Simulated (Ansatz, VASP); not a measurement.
**Cd in VASP and in Ansatz**

The input INCAR:

```
SYSTEM = Cd
PREC = Accurate
ENCUT = 520
EDIFF = 1E-6
ISMEAR = -1
SIGMA = 0.05
LREAL = .FALSE.
LASPH = .TRUE.
NELM = 60
ALGO = Normal
ISIF = 2
LWAVE = .FALSE.
LCHARG = .FALSE.
GGA = PS
NBANDS = 19
```

KPOINTS

```
Automatic mesh
0
G
  10 10 5
  0 0 0
```

POSCAR

```
Cd
1.0
    2.9985981908      0.0000000000      0.0000000000
   -1.4992990954      2.5968622090      0.0000000000
    0.0000000000      0.0000000000      5.6548540644
Cd
2
Direct
    0.6666666667      0.3333333333      0.7500000000
    0.3333333333      0.6666666667      0.2500000000
```

input.yaml

```yaml
crystal:
  lattice:
    - [2.9985981908, 0.0, 0.0]
    - [-1.4992990954, 2.596862209, 0.0]
    - [0.0, 0.0, 5.6548540644]
  atoms:
    - { symbol: Cd, position: [0.6666666667, 0.3333333333, 0.75] }
    - { symbol: Cd, position: [0.3333333333, 0.6666666667, 0.25] }
hamiltonian:
  xc: pbesol
  pseudopotentials: { kind: paw }
kpoints:
  mp_grid: { grid: [10, 10, 5] }
scf:
  occupations: { method: fermi_dirac, width: 0.05 }
output:
  forces: true
  stress: true
  eigenvalues: true
  write_density: true
  write_potential: true
  elf: true
  volumetric_format: npy
```

Alike in both runs: task single point; functional PBEsol; k mesh 10 × 10 × 5; occupations fermi-dirac, width 0.05 eV; no spin polarisation.

|  | VASP | Ansatz |
| --- | --- | --- |
| version | VASP 6.6.1 | Ansatz 0.2.0 |
| potentials or method | VASP PAW PBE potentials, release 64 (Cd) | Ansatz PAW |
| plane-wave cutoff (eV) | 520 | 420 |
| valence electrons in the cell | 24 | 40 |

|  | VASP | Ansatz | Ansatz less VASP |
| --- | --- | --- | --- |
| gap on the k mesh at the Fermi level (eV) | none | none | - |
| pressure (GPa) | -2.3 | -2.6 | -0.31 |
| traceless stress, the component that is largest in VASP (GPa) | -0.23 | -0.11 | +0.124 |

VASP's potentials were made for PBE, not for PBEsol. A gap of «none» marks a metal or a gap that the smearing closes. VASP's potentials hold 24 valence electrons a cell and Ansatz's 40, so a difference there can come from the potentials and not from the codes.
